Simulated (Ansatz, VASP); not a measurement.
## Mg2C in VASP and in Ansatz

The input INCAR:

```
SYSTEM = Mg2C
ALGO     = Normal         ! electronic algorithm
EDIFF    = 1E-6           ! SCF threshold, eV
ENCUT    = 520            ! plane-wave cutoff, eV
GGA      = PE             ! functional
ISIF     = 2              ! what is computed and relaxed
ISMEAR   = 0              ! smearing method
LASPH    = .TRUE.         ! aspherical terms in the spheres
LCHARG   = .TRUE.         ! write CHGCAR
LELF     = .TRUE.         ! ELF
LREAL    = .FALSE.        ! projectors in reciprocal space
LVHAR    = .TRUE.       
LWAVE    = .FALSE.        ! write WAVECAR
NBANDS   = 11             ! bands
NELM     = 60             ! most SCF steps
PREC     = Accurate       ! precision mode
SIGMA    = 0.01           ! smearing width, eV
```

File KPOINTS:

```
k-points
0
G
  6 6 6
  0 0 0
```

POSCAR

```
Mg2C
1.0
    0.0000000000      2.7109426181      2.7109426181
    2.7109426181      0.0000000000      2.7109426181
    2.7109426181      2.7109426181      0.0000000000
C Mg
1 2
Direct
    0.0000000000      0.0000000000      0.0000000000
    0.2500000000      0.2500000000      0.2500000000
    0.7500000000      0.7500000000      0.7500000000
```

Input for Ansatz:

```yaml
crystal:
  lattice:
    - [0.0, 2.7109426181, 2.7109426181]
    - [2.7109426181, 0.0, 2.7109426181]
    - [2.7109426181, 2.7109426181, 0.0]
  atoms:
    - { symbol: C, position: [0.0, 0.0, 0.0] }
    - { symbol: Mg, position: [0.25, 0.25, 0.25] }
    - { symbol: Mg, position: [0.75, 0.75, 0.75] }
kpoints:
  mp_grid: { grid: [6, 6, 6] }
hamiltonian:
  xc: pbe
scf:
  occupations: { method: fixed }
  n_extra_bands: 4
  mixing: { preconditioner: resta }
output:
  forces: true
  stress: true
  eigenvalues: true
```

Alike in both runs: task single point; functional PBE; k mesh 6 × 6 × 6; no spin polarisation.

|  | VASP | Ansatz |
| --- | --- | --- |
| version | VASP 6.6.1 | Ansatz 0.2.0 |
| potentials or method | VASP PAW PBE potentials, release 64 (C, Mg) | plane waves |
| plane-wave cutoff (eV) | 520 | 420 |
| occupations | gaussian, width 0.01 eV | fixed |
| valence electrons in the cell | 8 | 24 |

|  | VASP | Ansatz | Ansatz less VASP |
| --- | --- | --- | --- |
| gap on the k mesh at the Fermi level (eV) | 0.73 | 0.74 | +0.010 |
| pressure (GPa) | 1.8 | 1.9 | +0.18 |

VASP's potentials hold 8 valence electrons a cell and Ansatz's 24, so a difference there can come from the potentials and not from the codes.
